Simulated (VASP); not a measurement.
Wanted: the native input for a VASP 6.6.1 run.

```
Task                   : single point
Functional             : revPBE
Potentials or basis    : VASP PAW PBE potentials, release 64 (Ni)
Cutoff                 : 520 eV
k mesh                 : 18 × 18 × 18
Occupations            : fermi-dirac, width 0.1 eV
Spin                   : no spin polarisation
Dipole correction      : no
Further INCAR settings : ALGO = Normal; EDIFF = 1e-06; NBANDS = 11
```

The structure of Ni lies in POSCAR:

```
Ni
1.0
   -1.3885146822      1.3885146822      1.3885146822
    1.3885146822     -1.3885146822      1.3885146822
    1.3885146822      1.3885146822     -1.3885146822
Ni
1
Direct
    0.0000000000      0.0000000000      0.0000000000
```

This cell differs from its parent crystal: volume scaled by 0.96.

These files were run (other wordings do the same):

INCAR

```
ALGO = Normal
EDIFF = 1E-6
ENCUT = 520
GGA = RE
ISIF = 2
ISMEAR = -1
LASPH = T
LCHARG = T
LELF = T
LREAL = F
LVHAR = T
LWAVE = F
NBANDS = 11
NELM = 80
PREC = Accurate
SIGMA = 0.1
```

KPOINTS

```
k-points
0
Gamma
  18 18 18
```

Potentials or basis: VASP PAW PBE potentials, release 64 (Ni).

Command:

```sh
$ cat potpaw_PBE.64/Ni/POTCAR > POTCAR
$ mpirun -np 1 vasp_std > vasp.out
```

It gave:

```json
{"Pressure": "8.2 GPa", "Band gap on the k mesh": "zero (band 5 reaches 9.91 eV, above the bottom of band 6 at 8.87 eV)"}
```

Caveat: the PAW data sets were made with another functional, which shifts forces and pressure a little; the run has no spin polarisation, though such a crystal can be magnetic.

It took 28 s on 1 thread of Intel Xeon 8259CL, on a shared host, peak memory 0.14 GiB.
